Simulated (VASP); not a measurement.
**H4CO: single point with PBE+D3(BJ)**

System: H4CO.

```
CELL_PARAMETERS angstrom
8.05483 0.00000 0.00000
0.00000 8.05483 0.00000
0.00000 0.00000 8.05483
ATOMIC_POSITIONS crystal
C 0.95431 0.90683 0.50303
C 0.26195 0.42213 0.74416
C 0.79986 0.42675 0.41587
C 0.48033 0.86685 0.76940
C 0.34285 0.64666 0.25185
C 0.80658 0.63417 0.00879
O 0.77999 0.88294 0.45216
O 0.33135 0.52458 0.87763
O 0.72138 0.27716 0.45953
O 0.65069 0.82282 0.76856
O 0.22785 0.54719 0.17365
O 0.69317 0.48827 0.98994
H 0.95430 0.86198 0.64034
H 0.71552 0.98141 0.48881
H 0.04125 0.83393 0.42737
H 0.97551 0.03764 0.49645
H 0.15222 0.49477 0.72637
H 0.45446 0.50861 0.89971
H 0.32034 0.41342 0.61582
H 0.24660 0.29261 0.80121
H 0.90530 0.45401 0.48801
H 0.66796 0.24024 0.35908
H 0.82857 0.41025 0.28153
H 0.70841 0.52886 0.43486
H 0.43933 0.88092 0.89863
H 0.68054 0.76765 0.66062
H 0.43847 0.98458 0.70018
H 0.40983 0.75200 0.72652
H 0.30327 0.66142 0.38113
H 0.27150 0.52724 0.05518
H 0.48063 0.59568 0.23628
H 0.35435 0.77909 0.20132
H 0.72672 0.72746 0.05631
H 0.77026 0.42005 0.92750
H 0.89356 0.58776 0.09838
H 0.84904 0.66611 0.88263
```

- Program: VASP 6.6.1
- Task: single point
- Functional: PBE
- Dispersion: D3(BJ)
- Potentials or basis: VASP PAW PBE potentials, release 64 (C, O, H)
- Cutoff: 520 eV
- k mesh: 1 × 1 × 1
- Occupations: fermi-dirac, width 0.02 eV
- Spin: no spin polarisation
- Dipole correction: no
- Further INCAR settings: LREAL = Auto; ALGO = Normal; EDIFF = 1e-06; NBANDS = 66

- Pressure: -0.7 GPa
- Largest force: 2.864 eV/Å
- Band gap on the k mesh: 3.75 eV
- Dispersion energy per atom: -0.027 eV

Forces on the atoms (eV/Å):
```
C   -1.776 -1.058  1.982
C    0.609 -0.951  0.891
C   -1.645  0.611 -1.964
C   -1.388 -0.943 -0.652
C    2.395  0.959 -0.218
C   -1.083 -1.472 -0.538
O    0.121  0.051 -0.440
O    2.221 -0.224 -0.885
O   -0.266 -1.405  1.094
O    0.478  0.088 -0.915
O   -0.371 -0.733 -1.136
O    0.332  0.284 -0.480
H    0.661  0.626 -1.431
H    0.799 -0.500 -0.131
H   -0.374  0.015 -0.122
H    0.685  0.862  0.036
H   -1.380 -0.373 -0.341
H   -0.840 -0.121 -0.498
H    0.389  0.295  1.306
H   -0.300  1.069 -0.977
H    1.399 -0.080  0.868
H   -0.307 -0.220 -0.152
H    0.379  0.899  0.533
H    0.403  0.111 -0.337
H    0.236  0.186  0.130
H   -0.464  0.918  0.763
H    0.726 -0.984  0.294
H    0.087  1.311  0.022
H    0.435 -0.125  0.297
H   -0.873  0.141  0.953
H   -1.738  0.531  0.698
H   -0.318 -0.727  0.110
H   -0.245  1.112  0.473
H   -0.516 -0.827 -0.157
H    1.132  0.516  0.284
H    0.400  0.160  0.640
```

Stress tensor (GPa, compression positive):
```
-0.53  1.17  0.99
 1.17 -0.41 -0.07
 0.99 -0.07 -1.13
```

Levels at points of the mesh, in eV from the valence-band top:
| k point | band 40 | band 41 | band 42 | band 43 | band 44 | band 45 |
| --- | --- | --- | --- | --- | --- | --- |
| (0.00, 0.00, 0.00) | -0.91 | -0.58 | 0.00 | 3.75 | 5.01 | 5.10 |

Run time: 67 s on 1 thread of Intel(R) Xeon(R) Platinum 8488C (Sapphire Rapids), on a shared host, peak memory 0.44 GiB.

Caveat: the k points lie up to 0.78 Å⁻¹ apart; the atoms stand as in a frame of molecular dynamics.
